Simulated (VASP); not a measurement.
A run of VASP 6.6.1:

Contents of INCAR:

```
SYSTEM = Cu
PREC = Accurate
ENCUT = 520
EDIFF = 1E-6
ISMEAR = 1
SIGMA = 0.15
LREAL = .FALSE.
LASPH = .TRUE.
NELM = 100
ALGO = Normal
ISIF = 2
LWAVE = .FALSE.
LCHARG = .FALSE.
NBANDS = 12
```

KPOINTS

```
regular mesh
0
G
  14 14 14
  0 0 0
```

POSCAR

```
Cu
1.0
    0.0000000000      1.8544689142      1.8544689142
    1.8544689142      0.0000000000      1.8544689142
    1.8544689142      1.8544689142      0.0000000000
Cu
1
Direct
    0.0000000000      0.0000000000      0.0000000000
```

Potentials or basis: VASP PAW LDA potentials, release 64 (Cu).

Command:

```bash
$ cat potpaw_LDA.64/Cu/POTCAR > POTCAR
$ mpirun -np 1 vasp_std > vasp.out
```

Hardware: 1 thread of Intel(R) Xeon(R) Platinum 8559C (Emerald Rapids), on a shared host.

Question: Estimate the wall time of this run.

Answer: It took 8 s on 1 thread of Intel(R) Xeon(R) Platinum 8559C (Emerald Rapids), with other jobs on the host, peak memory 0.12 GiB. Counts: scf iterations 12, k points 104.
